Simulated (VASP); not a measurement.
# Cu2O (Pn-3m) in VASP: single point with PBE

Aim: the single point of Cu2O with PBE.

All numbers are computed with VASP 6.6.1; they aren't measurements. Logs are shortened: lines on timing, memory, paths and dates and some standing lists are left out, and cuts for length are marked.

**1. The cell of the first run**

The structure is cubic, space group Pn-3m (No. 224). The conventional cell has a = 4.299 Å, b = 4.299 Å, c = 4.299 Å, α = 90.00°, β = 90.00°, γ = 90.00°. Cu (site symmetry -3m) has 2 O at 1.86 Å within 2.5 Å. O (site symmetry -43m) has 4 Cu at 1.86 Å within 2.5 Å.

**2. Single point, PBE**

INCAR reads:

```
PREC     = Accurate       # precision mode
ENCUT    = 600            # plane-wave cutoff, eV
EDIFF    = 1E-6           # SCF threshold, eV
ISMEAR   = 0              # smearing method
SIGMA    = 0.02           # smearing width, eV
LREAL    = F              # projectors in reciprocal space
LASPH    = T              # aspherical terms in the spheres
NELM     = 120            # most SCF steps
ALGO     = Normal         # electronic algorithm
ISIF     = 2              # what is computed and relaxed
LWAVE    = F              # write WAVECAR
LCHARG   = F              # write CHGCAR
GGA      = PE             # functional
NBANDS   = 37             # bands
GGA_COMPAT= F
```

KPOINTS reads:

```
regular mesh
0
Gamma
  8 8 8
```

POSCAR reads:

```
Cu2O
1.0
    4.2989503944      0.0000000000      0.0000000000
    0.0000000000      4.2989503944      0.0000000000
    0.0000000000      0.0000000000      4.2989503944
Cu O
4 2
Direct
    0.2500000000      0.2500000000      0.2500000000
    0.7500000000      0.7500000000      0.2500000000
    0.7500000000      0.2500000000      0.7500000000
    0.2500000000      0.7500000000      0.7500000000
    0.0000000000      0.0000000000      0.0000000000
    0.5000000000      0.5000000000      0.5000000000
```

Potentials or basis: VASP PAW PBE potentials, release 64 (Cu, O).

Started as:

```bash
cat potpaw_PBE.64/Cu/POTCAR potpaw_PBE.64/O/POTCAR > POTCAR
mpirun -np 1 vasp_std > vasp.out
```

OUTCAR:

```text
PREC = Accurate
   ENCUT = 600
   EDIFF = 1E-6
   ISMEAR = 0
   LREAL = F
   LASPH = T
   NELM = 120
   ISIF = 2
   GGA = PE

 ion  position               nearest neighbor table
   1  0.250  0.250  0.250-   5 1.86   6 1.86
   2  0.750  0.750  0.250-   5 1.86   6 1.86
   3  0.750  0.250  0.750-   5 1.86   6 1.86
   4  0.250  0.750  0.750-   5 1.86   6 1.86
   5  0.000  0.000  0.000-   1 1.86   2 1.86   3 1.86   4 1.86
   6  0.500  0.500  0.500-   1 1.86   2 1.86   3 1.86   4 1.86

  LATTYP: Found a simple cubic cell.
 ALAT       =     4.2989503944

  Lattice vectors:

 A1 = (   4.2989503944,   0.0000000000,   0.0000000000)
 A2 = (   0.0000000000,   4.2989503944,   0.0000000000)
 A3 = (   0.0000000000,   0.0000000000,   4.2989503944)

Analysis of symmetry for initial positions (statically):
=====================================================================
 Subroutine PRICEL returns:
 Original cell was already a primitive cell.

 Routine SETGRP: Setting up the symmetry group for a
 simple cubic supercell.

 Subroutine GETGRP returns: Found 48 space group operations
 (whereof 24 operations were pure point group operations)
 out of a pool of 48 trial point group operations.

The static configuration has the point symmetry T_d .
 The point group associated with its full space group is O_h .

Analysis of symmetry for dynamics (positions and initial velocities):
=====================================================================
 Subroutine PRICEL returns:
 Original cell was already a primitive cell.

 Routine SETGRP: Setting up the symmetry group for a
 simple cubic supercell.

 Subroutine GETGRP returns: Found 48 space group operations
 (whereof 24 operations were pure point group operations)
 out of a pool of 48 trial point group operations.

The dynamic configuration has the point symmetry T_d .
 The point group associated with its full space group is O_h .

 Subroutine INISYM returns: Found 48 space group operations
 (whereof 24 operations are pure point group operations),
 and found     1 'primitive' translations

----------------------------------------------------------------------------------------

                                     Primitive cell

  volume of cell :      79.4488

  direct lattice vectors                    reciprocal lattice vectors
     4.298950394  0.000000000  0.000000000     0.232614920  0.000000000  0.000000000
     0.000000000  4.298950394  0.000000000     0.000000000  0.232614920  0.000000000
     0.000000000  0.000000000  4.298950394     0.000000000  0.000000000  0.232614920

  length of vectors
     4.298950394  4.298950394  4.298950394     0.232614920  0.232614920  0.232614920

  position of ions in fractional coordinates (direct lattice)
     0.250000000  0.250000000  0.250000000
     0.750000000  0.750000000  0.250000000
     0.750000000  0.250000000  0.750000000
     0.250000000  0.750000000  0.750000000
     0.000000000  0.000000000  0.000000000
     0.500000000  0.500000000  0.500000000

  ion indices of the primitive-cell ions
   primitive index   ion index
                 1           1
                 2           2
                 3           3
                 4           4
                 5           5
                 6           6

----------------------------------------------------------------------------------------

 KPOINTS: regular mesh

Automatic generation of k-mesh.
 Grid dimensions read from file:
 generate k-points for:    8    8    8

 Generating k-lattice:

  Cartesian coordinates                     Fractional coordinates (reciprocal lattice)
     0.029076865  0.000000000  0.000000000     0.125000000  0.000000000  0.000000000
     0.000000000  0.029076865  0.000000000     0.000000000  0.125000000  0.000000000
     0.000000000  0.000000000  0.029076865     0.000000000  0.000000000  0.125000000

  Length of vectors
     0.029076865  0.029076865  0.029076865

  Shift w.r.t. Gamma in fractional coordinates (k-lattice)
     0.000000000  0.000000000  0.000000000

 Subroutine IBZKPT returns following result:
 ===========================================

 Found     35 irreducible k-points:

 Following reciprocal coordinates:
            Coordinates               Weight
  0.000000  0.000000  0.000000      1.000000
  0.125000  0.000000  0.000000      6.000000
  0.250000  0.000000  0.000000      6.000000
  0.375000  0.000000  0.000000      6.000000
  0.500000  0.000000  0.000000      3.000000
  0.125000  0.125000  0.000000     12.000000
[... 16 lines left out ...]
  0.375000  0.375000  0.125000     24.000000
  0.500000  0.375000  0.125000     24.000000
 [... further k-points ...]
   k-points           NKPTS =     35   k-points in BZ     NKDIM =     35   number of bands    NBANDS=     37
   number of dos      NEDOS =    301   number of ions     NIONS =      6
   total plane-waves  NPLWV =  46656
   dimension x,y,z NGX =    36 NGY =   36 NGZ =   36
   dimension x,y,z NGXF=    72 NGYF=   72 NGZF=   72
   ions per type =               4   2
   NGX,Y,Z   is equivalent  to a cutoff of  13.92, 13.92, 13.92 a.u.
   NGXF,Y,Z  is equivalent  to a cutoff of  27.84, 27.84, 27.84 a.u.
 SYSTEM =  unknown system
   PREC   = accura    normal or accurate (medium, high low for compatibility)
   ISTART =      0    job   : 0-new  1-cont  2-samecut
   ICHARG =      2    charge: 1-file 2-atom 10-const
   ISPIN  =      1    spin polarized calculation?
   LNONCOLLINEAR =      F non collinear calculations
   LSORBIT =      F    spin-orbit coupling
   LASPH  =      T    aspherical Exc in radial PAW
   ENCUT  =  600.0 eV  44.10 Ry    6.64 a.u.   8.59  8.59  8.59*2*pi/ulx,y,z
   NELM   =    120;   NELMIN=  2; NELMDL= -5     # of ELM steps
   EDIFF  = 0.1E-05   stopping-criterion for ELM
   LREAL  =      F    real-space projection
   EDIFFG = 0.1E-04   stopping-criterion for IOM
   NSW    =      0    number of steps for IOM
   IBRION =     -1    ionic relax: 0-MD 1-quasi-New 2-CG
   NFREE  =      0    steps in history (QN), initial steepest desc. (CG)
   ISIF   =      2    stress and relaxation
   ISYM   =      2    0-nonsym 1-usesym 2-fastsym
   POTIM  = 0.5000    time-step for ionic-motion
   TEBEG  =    0.0;   TEEND  =   0.0 temperature during run
   PSTRESS=    0.0 pullay stress
   NELECT =      56.0000    total number of electrons
   NUPDOWN=      -1.0000    fix difference up-down
   EMIN   =  10.00;   EMAX   =-10.00  energy-range for DOS
   EFERMI =   0.00;   METHOD = LEGACY
   ISMEAR =     0;   SIGMA  =   0.02  broadening in eV -4-tet -1-fermi 0-gaus
   EFERMI_NEDOS =   21; number of points for ismear=-14 and -15
   IALGO  =     38    algorithm
   IMIX   =      4    mixing-type and parameters
     AMIX     =   0.40;   BMIX     =  1.00
     AMIX_MAG =   1.60;   BMIX_MAG =  1.00
  volume/ion in A,a.u.               =      13.24        89.36
  Fermi-wavevector in a.u.,A,eV,Ry     =   1.456940  2.753218 28.880745  2.122675
  Thomas-Fermi vector in A             =   2.573800
   LORBIT       =      0    0 simple, 1 ext, 2 COOP (PROOUT), +10 PAW based schemes
   GGA     = PE    functional components
   LHFCALC =     F    Hartree Fock is set to
   AEXX    =    0.0000 exact exchange contribution
   IVDW    =     0    specifies the selected vdW correction
   LEPSILON=     F    determine dielectric tensor
   LRPA    =     F    only Hartree local field effects (RPA)
 non-spin polarized calculation
 Gauss-broadening in eV      SIGMA  =   0.02
  energy-cutoff  :      600.00
  volume of cell :       79.45
 maximum number of plane-waves:      2680
 NGX is ok and might be reduce to    36
   NGX = 17   NGY = 17   NGZ = 17

 number of electron      55.9999966 magnetization

 Free energy of the ion-electron system (eV)
  ---------------------------------------------------
  ext. energy  EPLUGINS =         0.00000000
  ---------------------------------------------------
  free energy    TOTEN  =       -27.29237496 eV

  energy without entropy =      -27.29237496  energy(sigma->0) =      -27.29237496

 E-fermi :   4.6013     XC(G=0): -10.8990

 val. band max:        4.4700661402   @ k =   0.0000   0.0000   0.0000
 cond. band min:       4.9491907978   @ k =   0.0000   0.0000   0.0000
 fundamental gap:      0.4791246576
 Fermi energy:         4.6013387517

 k-point     1 :       0.0000    0.0000    0.0000
  band No.  band energies     occupation
      1     -15.4668      2.00000
      2     -14.7800      2.00000
      3      -2.5448      2.00000
      4      -2.5448      2.00000
      5      -2.5448      2.00000
      6      -0.2228      2.00000
[... 29 lines left out ...]
     36      13.7135      0.00000
     37      13.7135      0.00000

 k-point     2 :       0.1250    0.0000    0.0000
  band No.  band energies     occupation
      1     -15.4402      2.00000
      2     -14.8055      2.00000
      3      -2.5084      2.00000
      4      -2.4885      2.00000
      5      -2.4885      2.00000
      6      -0.6174      2.00000
[... 29 lines left out ...]
     36      13.3498      0.00000
     37      13.3498      0.00000

 k-point     3 :       0.2500    0.0000    0.0000
  band No.  band energies     occupation
      1     -15.3646      2.00000
      2     -14.8783      2.00000
      3      -2.3958      2.00000
      4      -2.3286      2.00000
      5      -2.3286      2.00000
      6      -1.0825      2.00000
[... 29 lines left out ...]
     36      12.7242      0.00000
     37      12.7242      0.00000
[... 761 lines left out ...]
 k-point    23 :       0.3750    0.3750    0.1250
  band No.  band energies     occupation
      1     -15.1876      2.00000
      2     -15.0153      2.00000
      3      -2.6140      2.00000
      4      -2.4648      2.00000
      5      -1.8975      2.00000
      6      -1.2944      2.00000
[... 29 lines left out ...]
     36      14.0529      0.00000
     37      14.8400      0.00000

 k-point    24 :       0.5000    0.3750    0.1250
  band No.  band energies     occupation
      1     -15.1771      2.00000
      2     -15.0204      2.00000
      3      -2.6078      2.00000
      4      -2.5683      2.00000
      5      -1.8560      2.00000
      6      -1.3004      2.00000
[... 29 lines left out ...]
     36      13.6429      0.00000
     37      14.9321      0.00000

 [... further k-points ...]

------------------------ aborting loop because EDIFF is reached ----------------------------------------

  FORCE on cell =-STRESS in cart. coord.  units (eV):
  Direction    XX          YY          ZZ          XY          YZ          ZX
  --------------------------------------------------------------------------------------
  -------------------------------------------------------------------------------------
  Total        0.2861789      0.2861789      0.2861789     -0.0000000     -0.0000000      0.0000000
  in kB        5.7711314      5.7711314      5.7711314     -0.0000000     -0.0000000      0.0000000
  external PRESSURE =       5.7711314 kB  Pullay stress =       0.0000000 kB

 VOLUME and BASIS-vectors are now :
 -----------------------------------------------------------------------------
  energy-cutoff  :      600.00
  volume of cell :       79.45
      direct lattice vectors                 reciprocal lattice vectors
     4.298950394  0.000000000  0.000000000     0.232614920  0.000000000  0.000000000
     0.000000000  4.298950394  0.000000000     0.000000000  0.232614920  0.000000000
     0.000000000  0.000000000  4.298950394     0.000000000  0.000000000  0.232614920

 POSITION                                       TOTAL-FORCE (eV/Angst)
 -----------------------------------------------------------------------------------
      1.07474      1.07474      1.07474        -0.000000     -0.000000     -0.000000
      3.22421      3.22421      1.07474         0.000000     -0.000000     -0.000000
      3.22421      1.07474      3.22421        -0.000000      0.000000      0.000000
      1.07474      3.22421      3.22421         0.000000     -0.000000      0.000000
      0.00000      0.00000      0.00000         0.000000      0.000000      0.000000
      2.14948      2.14948      2.14948         0.000000      0.000000      0.000000
 -----------------------------------------------------------------------------------
    total drift:                                0.000000      0.000000      0.000000

  FREE ENERGIE OF THE ION-ELECTRON SYSTEM (eV)
  ---------------------------------------------------
  free  energy   TOTEN  =       -27.2923749647 eV

  energy  without entropy=      -27.2923749647  energy(sigma->0) =      -27.29237496
```

It took 49 s on 1 thread of Intel Xeon 6975P-C (Granite Rapids), shared host; peak memory 0.25 GiB.

Results:

| Quantity | Value |
| --- | --- |
| Free energy | -27.2924 eV |
| Pressure | 0.6 GPa |
| Band gap on the k mesh | 0.48 eV |
